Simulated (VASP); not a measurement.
# WI (R-3m) in VASP: notebook

WI is run at these levels: PBE; tasks: single point, relaxation of cell and atoms.

Everything below comes from runs of VASP 6.6.1. Logs are shortened: lines on timing, memory, paths and dates and some standing lists are left out, and cuts for length are marked.

## (1) The cell of the first run

Symmetry: R-3m, No. 166, trigonal system. Conventional cell: a = 3.263 Å, b = 3.263 Å, c = 13.026 Å, α = 90.00°, β = 90.00°, γ = 120.00°. W (site symmetry -3m) has 6 I at 2.87 Å and 6 W at 3.26 Å within 3.8 Å. I (site symmetry -3m) has 6 W at 2.87 Å and 6 I at 3.26 Å within 3.8 Å.

## (2) Single point, PBE

Input file INCAR:

```
PREC = Accurate ; ENCUT = 520
EDIFF = 1E-7 ; ISMEAR = 0
SIGMA = 0.1 ; LREAL = False
LASPH = True ; NELM = 60
ALGO = Normal ; ISIF = 2
LWAVE = False ; LCHARG = False
GGA = PE ; NBANDS = 18
```

Input file KPOINTS:

```
regular mesh
0
Gamma
  6 6 6
```

Input file POSCAR:

```
WI
1.0
    1.6314953345      0.9419442706      4.3419916723
   -1.6314953345      0.9419442706      4.3419916723
    0.0000000000     -1.8838885411      4.3419916723
W I
1 1
Direct
    0.0000000000      0.0000000000      0.0000000000
    0.5000000000      0.5000000000      0.5000000000
```

Potentials or basis: VASP PAW PBE potentials, release 64 (W_sv, I).

Started as:

```sh
cat potpaw_PBE.64/W_sv/POTCAR potpaw_PBE.64/I/POTCAR > POTCAR
mpirun -np 1 vasp_std > vasp.out
```

OUTCAR:

```text
PREC = Accurate
   ENCUT = 520
   EDIFF = 1E-7
   ISMEAR = 0
   LREAL = False
   LASPH = True
   NELM = 60
   ISIF = 2
   GGA = PE

 ion  position               nearest neighbor table
   1  0.000  0.000  0.000-   2 2.87   2 2.87   2 2.87   2 2.87   2 2.87   2 2.87
   2  0.500  0.500  0.500-   1 2.87   1 2.87   1 2.87   1 2.87   1 2.87   1 2.87

  LATTYP: Found a trigonal (rhomboedric) cell.
 ALAT       =     4.7330674745
 COS(alpha) =     0.7623617878

  Lattice vectors:

 A1 = (   1.6314953345,   0.9419442706,   4.3419916723)
 A2 = (  -1.6314953345,   0.9419442706,   4.3419916723)
 A3 = (   0.0000000000,  -1.8838885411,   4.3419916723)

Analysis of symmetry for initial positions (statically):
=====================================================================
 Subroutine PRICEL returns:
 Original cell was already a primitive cell.

 Routine SETGRP: Setting up the symmetry group for a
 trigonal (rhombohedral) supercell.

 Subroutine GETGRP returns: Found 12 space group operations
 (whereof 12 operations were pure point group operations)
 out of a pool of 12 trial point group operations.

The static configuration has the point symmetry D_3d.

Analysis of symmetry for dynamics (positions and initial velocities):
=====================================================================
 Subroutine PRICEL returns:
 Original cell was already a primitive cell.

 Routine SETGRP: Setting up the symmetry group for a
 trigonal (rhombohedral) supercell.

 Subroutine GETGRP returns: Found 12 space group operations
 (whereof 12 operations were pure point group operations)
 out of a pool of 12 trial point group operations.

The dynamic configuration has the point symmetry D_3d.

 Subroutine INISYM returns: Found 12 space group operations
 (whereof 12 operations are pure point group operations),
 and found     1 'primitive' translations

----------------------------------------------------------------------------------------

                                     Primitive cell

  volume of cell :      40.0361

  direct lattice vectors                    reciprocal lattice vectors
     1.631495335  0.941944271  4.341991672     0.306467318  0.176938989  0.076769685
    -1.631495335  0.941944271  4.341991672    -0.306467318  0.176938989  0.076769685
     0.000000000 -1.883888541  4.341991672     0.000000000 -0.353877977  0.076769685

  length of vectors
     4.733067474  4.733067474  4.733067474     0.362109386  0.362109386  0.362109386

  position of ions in fractional coordinates (direct lattice)
     0.000000000  0.000000000  0.000000000
     0.500000000  0.500000000  0.500000000

  ion indices of the primitive-cell ions
   primitive index   ion index
                 1           1
                 2           2

----------------------------------------------------------------------------------------

 KPOINTS: regular mesh

Automatic generation of k-mesh.
 Grid dimensions read from file:
 generate k-points for:    6    6    6

 Generating k-lattice:

  Cartesian coordinates                     Fractional coordinates (reciprocal lattice)
     0.051077886  0.029489831  0.012794948     0.166666667  0.000000000 -0.000000000
    -0.051077886  0.029489831  0.012794948     0.000000000  0.166666667 -0.000000000
     0.000000000 -0.058979663  0.012794948     0.000000000  0.000000000  0.166666667

  Length of vectors
     0.060351564  0.060351564  0.060351564

  Shift w.r.t. Gamma in fractional coordinates (k-lattice)
     0.000000000  0.000000000  0.000000000

 Subroutine IBZKPT returns following result:
 ===========================================

 Found     32 irreducible k-points:

 Following reciprocal coordinates:
            Coordinates               Weight
  0.000000  0.000000  0.000000      1.000000
  0.166667  0.000000  0.000000      6.000000
  0.333333  0.000000  0.000000      6.000000
  0.500000  0.000000 -0.000000      3.000000
  0.166667  0.166667  0.000000      6.000000
  0.333333  0.166667 -0.000000     12.000000
[... 16 lines left out ...]
  0.500000  0.500000  0.166667      6.000000
 -0.333333  0.500000  0.166667     12.000000
 [... further k-points ...]
   k-points           NKPTS =     32   k-points in BZ     NKDIM =     32   number of bands    NBANDS=     18
   number of dos      NEDOS =    301   number of ions     NIONS =      2
   total plane-waves  NPLWV =  46656
   dimension x,y,z NGX =    36 NGY =   36 NGZ =   36
   dimension x,y,z NGXF=    72 NGYF=   72 NGZF=   72
   ions per type =               1   1
   NGX,Y,Z   is equivalent  to a cutoff of  12.64, 12.64, 12.64 a.u.
   NGXF,Y,Z  is equivalent  to a cutoff of  25.29, 25.29, 25.29 a.u.
 SYSTEM =  unknown system
   PREC   = accura    normal or accurate (medium, high low for compatibility)
   ISTART =      0    job   : 0-new  1-cont  2-samecut
   ICHARG =      2    charge: 1-file 2-atom 10-const
   ISPIN  =      1    spin polarized calculation?
   LNONCOLLINEAR =      F non collinear calculations
   LSORBIT =      F    spin-orbit coupling
   LASPH  =      T    aspherical Exc in radial PAW
   ENCUT  =  520.0 eV  38.22 Ry    6.18 a.u.   8.80  8.80  8.80*2*pi/ulx,y,z
   NELM   =     60;   NELMIN=  2; NELMDL= -5     # of ELM steps
   EDIFF  = 0.1E-06   stopping-criterion for ELM
   LREAL  =      F    real-space projection
   EDIFFG = 0.1E-05   stopping-criterion for IOM
   NSW    =      0    number of steps for IOM
   IBRION =     -1    ionic relax: 0-MD 1-quasi-New 2-CG
   NFREE  =      0    steps in history (QN), initial steepest desc. (CG)
   ISIF   =      2    stress and relaxation
   ISYM   =      2    0-nonsym 1-usesym 2-fastsym
   POTIM  = 0.5000    time-step for ionic-motion
   TEBEG  =    0.0;   TEEND  =   0.0 temperature during run
   PSTRESS=    0.0 pullay stress
   NELECT =      21.0000    total number of electrons
   NUPDOWN=      -1.0000    fix difference up-down
   EMIN   =  10.00;   EMAX   =-10.00  energy-range for DOS
   EFERMI =   0.00;   METHOD = LEGACY
   ISMEAR =     0;   SIGMA  =   0.10  broadening in eV -4-tet -1-fermi 0-gaus
   EFERMI_NEDOS =   21; number of points for ismear=-14 and -15
   IALGO  =     38    algorithm
   IMIX   =      4    mixing-type and parameters
     AMIX     =   0.40;   BMIX     =  1.00
     AMIX_MAG =   1.60;   BMIX_MAG =  1.00
[... 13 lines left out ...]
  volume of cell :       40.04
 maximum number of plane-waves:      1094
   NGX = 17   NGY = 17   NGZ = 17

 number of electron      20.9999999 magnetization

 Free energy of the ion-electron system (eV)
  ---------------------------------------------------
  ext. energy  EPLUGINS =         0.00000000
  ---------------------------------------------------
  free energy    TOTEN  =       -11.44218847 eV

  energy without entropy =      -11.42815998  energy(sigma->0) =      -11.43517422

 E-fermi :  11.4869     XC(G=0): -12.0470

 val. band max:       11.4759533850   @ k =   0.5000   0.3333   0.3333
 cond. band min:      11.5112830935   @ k =  -0.3333   0.5000   0.3333
 fundamental gap:      0.0353297085
 Fermi energy:        11.4868975962

 k-point     1 :       0.0000    0.0000    0.0000
  band No.  band energies     occupation
      1     -62.8306      2.00000
      2     -27.1663      2.00000
      3     -26.8630      2.00000
      4     -26.8630      2.00000
      5      -5.7744      2.00000
      6       5.2169      2.00000
[... 10 lines left out ...]
     17      20.9673      0.00000
     18      21.4106      0.00000

 k-point     2 :       0.1667    0.0000    0.0000
  band No.  band energies     occupation
      1     -62.8279      2.00000
      2     -27.1576      2.00000
      3     -26.9207      2.00000
      4     -26.8767      2.00000
      5      -5.2996      2.00000
      6       4.9571      2.00000
[... 10 lines left out ...]
     17      20.9106      0.00000
     18      22.2532      0.00000

 k-point     3 :       0.3333    0.0000    0.0000
  band No.  band energies     occupation
      1     -62.8225      2.00000
      2     -27.1402      2.00000
      3     -27.0342      2.00000
      4     -26.9040      2.00000
      5      -4.0438      2.00000
      6       4.0351      2.00000
[... 10 lines left out ...]
     17      20.1809      0.00000
     18      21.2062      0.00000

 k-point     4 :       0.5000    0.0000   -0.0000
  band No.  band energies     occupation
      1     -62.8198      2.00000
      2     -27.1317      2.00000
      3     -27.0899      2.00000
      4     -26.9176      2.00000
      5      -3.0534      2.00000
      6       2.1868      2.00000
[... 10 lines left out ...]
     17      17.6569      0.00000
     18      18.5831      0.00000

 k-point     5 :       0.1667    0.1667    0.0000
  band No.  band energies     occupation
      1     -62.8279      2.00000
      2     -27.1585      2.00000
      3     -26.9203      2.00000
      4     -26.8771      2.00000
      5      -5.2684      2.00000
      6       4.6611      2.00000
[... 10 lines left out ...]
     17      20.7597      0.00000
     18      21.4016      0.00000

 k-point     6 :       0.3333    0.1667   -0.0000
  band No.  band energies     occupation
      1     -62.8239      2.00000
      2     -27.1460      2.00000
      3     -26.9950      2.00000
      4     -26.9084      2.00000
      5      -4.4034      2.00000
      6       4.4843      2.00000
[... 10 lines left out ...]
     17      19.8455      0.00000
     18      20.9658      0.00000

 k-point     7 :       0.5000    0.1667    0.0000
  band No.  band energies     occupation
      1     -62.8198      2.00000
      2     -27.1325      2.00000
      3     -27.0613      2.00000
      4     -26.9472      2.00000
      5      -3.1978      2.00000
      6       3.0623      2.00000
[... 10 lines left out ...]
     17      18.5590      0.00000
     18      20.8381      0.00000

 k-point     8 :      -0.3333    0.1667    0.0000
  band No.  band energies     occupation
      1     -62.8198      2.00000
      2     -27.1316      2.00000
      3     -27.0613      2.00000
      4     -26.9473      2.00000
      5      -3.2405      2.00000
      6       3.0461      2.00000
[... 10 lines left out ...]
     17      18.0056      0.00000
     18      22.1564      0.00000
[... 229 lines left out ...]
     17      20.0523      0.00000
     18      20.7514      0.00000

 k-point    20 :       0.5000    0.3333    0.1667
  band No.  band energies     occupation
      1     -62.8239      2.00000
      2     -27.1497      2.00000
      3     -26.9948      2.00000
      4     -26.9085      2.00000
      5      -4.2577      2.00000
      6       3.9034      2.00000
[... 10 lines left out ...]
     17      20.4859      0.00000
     18      21.1437      0.00000

 k-point    21 :      -0.3333    0.3333    0.1667
  band No.  band energies     occupation
      1     -62.8198      2.00000
      2     -27.1345      2.00000
      3     -27.0610      2.00000
      4     -26.9476      2.00000
      5      -3.2322      2.00000
      6       3.3691      2.00000
[... 10 lines left out ...]
     17      18.7108      0.00000
     18      22.2110      0.00000

 k-point    22 :      -0.1667    0.3333    0.1667
  band No.  band energies     occupation
      1     -62.8198      2.00000
      2     -27.1326      2.00000
      3     -27.0610      2.00000
      4     -26.9478      2.00000
      5      -3.3154      2.00000
      6       3.3009      2.00000
[... 10 lines left out ...]
     17      19.1592      0.00000
     18      22.7029      0.00000

 k-point    23 :       0.5000    0.5000    0.1667
  band No.  band energies     occupation
      1     -62.8225      2.00000
      2     -27.1460      2.00000
      3     -27.0333      2.00000
      4     -26.9050      2.00000
      5      -3.9842      2.00000
      6       4.3990      2.00000
[... 10 lines left out ...]
     17      21.9420      0.00000
     18      23.6538      0.00000

 k-point    24 :      -0.3333    0.5000    0.1667
  band No.  band energies     occupation
      1     -62.8198      2.00000
      2     -27.1355      2.00000
      3     -27.0607      2.00000
      4     -26.9481      2.00000
      5      -3.3084      2.00000
      6       3.7764      2.00000
[... 10 lines left out ...]
     17      20.4581      0.00000
     18      22.8743      0.00000

 [... further k-points ...]
[... 5 lines left out ...]
  --------------------------------------------------------------------------------------
  -------------------------------------------------------------------------------------
  Total        0.0031008      0.0031008      0.0068242      0.0000000      0.0000000      0.0000000
  in kB        0.1240871      0.1240871      0.2730928      0.0000000      0.0000000      0.0000000
  external PRESSURE =       0.1737557 kB  Pullay stress =       0.0000000 kB

 VOLUME and BASIS-vectors are now :
 -----------------------------------------------------------------------------
  energy-cutoff  :      520.00
  volume of cell :       40.04
      direct lattice vectors                 reciprocal lattice vectors
     1.631495335  0.941944271  4.341991672     0.306467318  0.176938989  0.076769685
    -1.631495335  0.941944271  4.341991672    -0.306467318  0.176938989  0.076769685
     0.000000000 -1.883888541  4.341991672     0.000000000 -0.353877977  0.076769685

 POSITION                                       TOTAL-FORCE (eV/Angst)
 -----------------------------------------------------------------------------------
      0.00000      0.00000      0.00000         0.000000      0.000000      0.000000
      0.00000      0.00000      6.51299        -0.000000     -0.000000     -0.000000
 -----------------------------------------------------------------------------------
    total drift:                                0.000000      0.000000     -0.000000

  FREE ENERGIE OF THE ION-ELECTRON SYSTEM (eV)
  ---------------------------------------------------
  free  energy   TOTEN  =       -11.4421884722 eV

  energy  without entropy=      -11.4281599755  energy(sigma->0) =      -11.43517422
```

Run time: 28 s. Hardware: 1 thread of Intel Xeon Platinum 8375C at 2.90GHz (Ice Lake), shared host; peak memory 0.2 GiB.

Results:

```yaml
Free_energy: -11.4422 eV
Pressure: 0.0 GPa
```

Levels at points of the mesh, in eV from the Fermi level:
| k point | band 7 | band 8 | band 9 | band 10 | band 11 | band 12 | band 13 | band 14 | band 15 | band 16 |
| --- | --- | --- | --- | --- | --- | --- | --- | --- | --- | --- |
| (0.00, 0.00, 0.00) | -4.71 | -0.94 | -0.94 | -0.63 | -0.63 | 0.05 | 0.05 | 1.71 | 7.56 | 8.21 |
| (0.50, 0.00, 0.00) | -7.01 | -4.14 | -2.56 | 0.63 | 2.38 | 2.52 | 2.94 | 3.32 | 4.22 | 5.06 |
| (0.50, 0.50, 0.00) | -5.37 | -3.85 | -2.87 | -2.10 | -0.46 | 0.15 | 2.42 | 3.94 | 5.27 | 6.18 |
| (0.50, 0.50, 0.50) | -2.61 | -2.61 | -2.42 | -0.03 | -0.03 | 2.67 | 2.67 | 5.21 | 6.36 | 7.35 |

Caveat: the k points lie up to 0.38 Å⁻¹ apart; spin-orbit coupling is left out, which moves the levels of the heavy elements; an odd number of electrons without spin polarisation forces a metal; a magnetic or distorted state may lie lower.

## (3) Single point, PBE

This run uses another cell than the first one, of 28.38 Å³/atom, 1.418 times its volume.

Input file INCAR:

```
PREC     = Accurate       # precision mode
ENCUT    = 520            # plane-wave cutoff, eV
EDIFF    = 1E-6           # SCF threshold, eV
ISMEAR   = 0              # smearing method
SIGMA    = 0.1            # smearing width, eV
LREAL    = False          # projectors in reciprocal space
LASPH    = True           # aspherical terms in the spheres
NELM     = 100            # most SCF steps
ALGO     = Normal         # electronic algorithm
ISIF     = 2              # what is computed and relaxed
LWAVE    = False          # write WAVECAR
LCHARG   = False          # write CHGCAR
GGA      = PE             # functional
NBANDS   = 18             # bands
```

KPOINTS is that of step 2.

Input file POSCAR:

```
WI
1.0
    1.7262266641      0.9966374292      5.4983515969
   -1.7262266641      0.9966374292      5.4983515969
    0.0000000000     -1.9932748584      5.4983515969
W I
1 1
Direct
    0.0000000000      0.0000000000      0.0000000000
    0.5000000000      0.5000000000      0.5000000000
```

Potentials or basis: VASP PAW PBE potentials, release 64 (W_sv, I).

Started as:

```sh
cat potpaw_PBE.64/W_sv/POTCAR potpaw_PBE.64/I/POTCAR > POTCAR
mpirun -np 1 vasp_std > vasp.out
```

It took 61 s on 1 thread of Intel Xeon Platinum 8375C at 2.90GHz (Ice Lake), shared host; peak memory 0.31 GiB.

It converged, with:

```
Free energy : -9.8590 eV
Pressure    : -17.9 GPa
```

Stress tensor (GPa, compression positive):
```
-15.11   0.00   0.00
  0.00 -15.11   0.00
  0.00   0.00 -23.57
```

Levels at points of the mesh, in eV from the Fermi level:
```tsv
k point	band 6	band 7	band 8	band 9	band 10	band 11	band 12	band 13	band 14	band 15
(0.00, 0.00, 0.00)	-5.03	-4.29	-0.29	-0.29	-0.13	0.13	0.13	0.66	0.66	7.13
(0.50, 0.00, 0.00)	-6.33	-4.47	-1.95	-1.88	0.62	0.85	1.15	1.68	1.96	3.38
(0.50, 0.50, 0.00)	-5.96	-3.62	-2.54	-1.50	-1.29	-0.61	0.19	1.96	3.15	3.21
(0.50, 0.50, 0.50)	-6.88	-2.33	-0.76	-0.76	0.23	0.23	1.30	1.30	2.61	3.33
```

Caveat: spin-orbit coupling is left out, which moves the levels of the heavy elements; an odd number of electrons without spin polarisation forces a metal; a magnetic or distorted state may lie lower.

## (4) Relaxation of cell and atoms, PBE

This run uses another cell than the first one, of 28.38 Å³/atom, 1.418 times its volume.

Input file INCAR:

```
PREC = Accurate
ENCUT = 600
EDIFF = 1E-6
ISMEAR = 0
SIGMA = 0.1
LREAL = F
LASPH = T
NELM = 100
ALGO = Normal
ISIF = 3
LWAVE = F
LCHARG = F
GGA = PE
IBRION = 2
NSW = 90
EDIFFG = -0.04
```

Input file KPOINTS:

```
Automatic mesh
0
Gamma
  6 6 6
```

POSCAR is that of step 3.

Started as:

```sh
cat potpaw_PBE.64/W_sv/POTCAR potpaw_PBE.64/I/POTCAR > POTCAR
mpirun -np 1 vasp_std > vasp.out
```

Run time: 4.7 min. Hardware: 1 thread of Intel Xeon Platinum 8375C at 2.90GHz (Ice Lake), shared host; peak memory 0.38 GiB.

It converged, with:

```yaml
Free_energy: -11.4433 eV
Relaxed_volume: 20.03 Å³/atom
Relaxed_cell: a = 4.739 Å, b = 4.739 Å, c = 4.739 Å, α = 40.25°, β = 40.25°, γ = 40.25°
Space_group_after_relaxing_to_0.05_Å: R-3m (No. 166)
Energy_gained_by_relaxing: 792.2 meV/atom
Ionic_steps: 7
Pressure_after_relaxing: 0.0 GPa
```

Stress tensor (GPa, compression positive):
```
 0.07  0.00  0.00
 0.00  0.07  0.00
 0.00  0.00 -0.17
```

Step by step:
```csv
step,energy change (eV),largest force (eV/Å),pressure (GPa),volume (Å³)
1,0.0000,0.0000,-17.93,56.76
2,-0.9944,0.0000,30.57,34.38
3,-1.4145,0.0000,1.36,40.22
4,-1.5788,0.0000,2.38,39.39
5,-1.5788,0.0000,2.53,39.35
6,-1.5745,0.0000,-3.06,41.05
7,-1.5844,0.0000,-0.01,40.06
```

Final structure:
```cif
data_structure
_symmetry_space_group_name_H-M 'P 1'
_symmetry_Int_Tables_number 1
_cell_length_a 4.7394
_cell_length_b 4.7394
_cell_length_c 4.7394
_cell_angle_alpha 40.247
_cell_angle_beta 40.247
_cell_angle_gamma 40.247
_cell_volume 40.06
loop_
_atom_site_label
_atom_site_type_symbol
_atom_site_fract_x
_atom_site_fract_y
_atom_site_fract_z
_atom_site_occupancy
W1 W 0.00000 0.00000 0.00000 1
I1 I 0.50000 0.50000 0.50000 1
```

Levels at points of the mesh, in eV from the Fermi level:
```tsv
k point	band 8	band 9	band 10	band 11	band 12	band 13	band 14
(0.00, 0.00, 0.00)	-0.93	-0.93	-0.61	-0.61	0.07	0.07	1.70
(0.50, 0.00, 0.00)	-4.12	-2.56	0.62	2.39	2.51	2.93	3.33
(0.50, 0.50, 0.00)	-3.85	-2.85	-2.10	-0.45	0.14	2.43	3.96
(0.50, 0.50, 0.50)	-2.58	-2.43	-0.02	-0.02	2.67	2.67	5.23
```

Caveat: the volume moved by over 15 % at a fixed basis, so the end points are rough; spin-orbit coupling is left out, which moves the levels of the heavy elements; an odd number of electrons without spin polarisation forces a metal; a magnetic or distorted state may lie lower.

## (5) The runs side by side

```csv
task,cell,cutoff (eV),gap on the mesh (eV),pressure (GPa)
single point,"a = 4.733 Å, angles 40.3°, 2 atoms",520,none,0.0
single point,"a = 5.849 Å, angles 34.3°, 2 atoms",520,none,-17.9
relaxation of cell and atoms,"relaxed from a = 5.849 Å, angles 34.3°, 2 atoms",600,none,0.0
```

Alike in all rows: level PBE; potentials or basis VASP PAW PBE potentials, release 64 (W_sv, I); no spin polarisation; k mesh 6 × 6 × 6; smearing gaussian 0.1 eV.

Caveats: some runs use coarse meshes; spin-orbit coupling is left out, which moves the levels of the heavy elements; an odd number of electrons without spin polarisation forces a metal; a magnetic or distorted state may lie lower; the volume moved by over 15 % at a fixed basis, so the end points are rough (some runs).

Absolute energies hang on the potentials; compare differences alone.
